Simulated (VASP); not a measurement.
The system is WC.

```xyz
2
Lattice="3.1009 0.0000 0.0000 1.5505 2.6855 0.0000 1.5505 0.8952 2.5319" Properties=species:S:1:pos:R:3 pbc="T T T"
W     0.0000    0.0000    0.0000
C     3.1009    1.7903    1.2659
```

Base run:

```yaml
Program: VASP 6.6.1
Functional: PBEsol
Potentials_or_basis: VASP PAW PBE potentials, release 64 (W_sv, C)
Cutoff: 520 eV
k_mesh: 7 × 7 × 7
Occupations: gaussian, width 0.1 eV
Spin: no spin polarisation
```

Its results: band gap on the k mesh zero (band 9 reaches 13.02 eV, above the bottom of band 10 at 10.26 eV); pressure -9.4 GPa.

The run is repeated on the same cell with these changes: occupations from gaussian, width 0.1 eV to gaussian, width 0.5 eV. What comes out?

Band gap on the k mesh zero (band 9 reaches 13.04 eV, above the bottom of band 10 at 10.28 eV); pressure -8.7 GPa.

Caveats: the PAW data sets were made with another functional, which shifts forces and pressure a little; spin-orbit coupling is left out, which moves the levels of the heavy elements.
